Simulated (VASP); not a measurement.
**Sn: single point with LDA**

Sn:

```
Sn
1.0
    -1.72654    1.77555    2.22142
     1.72654   -1.77555    2.22142
     1.72654    1.77555   -2.22142
Sn
1
Direct
  0.00000 0.00000 0.00000
```

This cell differs from its parent crystal: strain +0.000 along x and y, -0.050 along z.

```json
{"Program": "VASP 6.6.1", "Task": "single point", "Functional": "LDA", "Potentials or basis": "VASP PAW LDA potentials, release 64 (Sn_d)", "Cutoff": "520 eV", "k mesh": "20 × 20 × 20", "Occupations": "gaussian, width 0.15 eV", "Spin": "no spin polarisation", "Dipole correction": "no", "Further INCAR settings": "ALGO = Fast; EDIFF = 1e-07; NBANDS = 13"}
```

```
Pressure               : -2.8 GPa
Band gap on the k mesh : zero (band 7 reaches 15.24 eV, above the bottom of band 8 at 5.71 eV)
```

Stress tensor (GPa, compression positive):
```
-2.54  0.00  0.00
 0.00 -3.02  0.00
 0.00  0.00 -2.90
```

Levels at points of the mesh, in eV from the Fermi level:
| k point | band 3 | band 4 | band 5 | band 6 | band 7 | band 8 | band 9 | band 10 | band 11 | band 12 |
| --- | --- | --- | --- | --- | --- | --- | --- | --- | --- | --- |
| (0.00, 0.00, 0.00) | -21.43 | -21.43 | -21.36 | -11.15 | 7.39 | 7.41 | 7.91 | 10.88 | 11.52 | 12.19 |
| (0.50, 0.00, 0.00) | -21.44 | -21.34 | -21.30 | -6.96 | -4.63 | 5.03 | 6.42 | 9.72 | 10.11 | 10.61 |
| (0.00, 0.50, 0.00) | -21.43 | -21.32 | -21.30 | -6.71 | -4.56 | 4.61 | 5.99 | 9.23 | 9.56 | 10.69 |
| (0.50, 0.50, 0.00) | -21.33 | -21.32 | -21.27 | -5.49 | -3.92 | 2.21 | 2.91 | 6.06 | 6.37 | 18.76 |
| (0.50, 0.50, 0.50) | -21.32 | -21.29 | -21.29 | -3.97 | -2.89 | 0.80 | 1.44 | 4.40 | 5.28 | 19.06 |

Run time: 12 min on 1 thread of AMD EPYC 7R13 (shared host), peak memory 0.43 GiB.

Caveat: the cell differs from its parent crystal (strain +0.000 along x and y, -0.050 along z); spin-orbit coupling is left out, which moves the levels of the heavy elements.
